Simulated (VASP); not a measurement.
A run of VASP 6.6.1 is set up as follows.

INCAR

```
SYSTEM = RbBr
PREC = Accurate
ENCUT = 520
EDIFF = 1E-6
ISMEAR = 0
SIGMA = 0.01
LREAL = .FALSE.
LASPH = .TRUE.
NELM = 150
ALGO = Normal
ISIF = 2
LWAVE = .FALSE.
LCHARG = .FALSE.
MAGMOM = 0 0 0 0 0 0
LORBIT = 11
LSORBIT = .TRUE.
GGA_COMPAT = .FALSE.
LORBMOM = .TRUE.
GGA = PE
NBANDS = 28
```

KPOINTS

```
regular mesh
0
G
  4 4 4
  0 0 0
```

Contents of POSCAR:

```
RbBr
1.0
    0.0000000000      3.4608320474      3.4608320474
    3.4608320474      0.0000000000      3.4608320474
    3.4608320474      3.4608320474      0.0000000000
Rb Br
1 1
Direct
    0.0000000000      0.0000000000      0.0000000000
    0.5000000000      0.5000000000      0.5000000000
```

Potentials or basis: VASP PAW PBE potentials, release 64 (Rb_sv, Br).

Launch:

```sh
$ cat potpaw_PBE.64/Rb_sv/POTCAR potpaw_PBE.64/Br/POTCAR > POTCAR
$ mpirun -np 1 vasp_ncl > vasp.out
```

Problem. Predict the pressure.

Solution. 0.6 GPa.

Problem. Predict the net moment.

Solution. 0.00 μB per cell.

Moments on the atoms (μB; x, y, z):
```
Rb  0.00 0.00 0.00
Br  0.00 0.00 0.00
```

Caveat: the k points lie up to 0.39 Å⁻¹ apart.
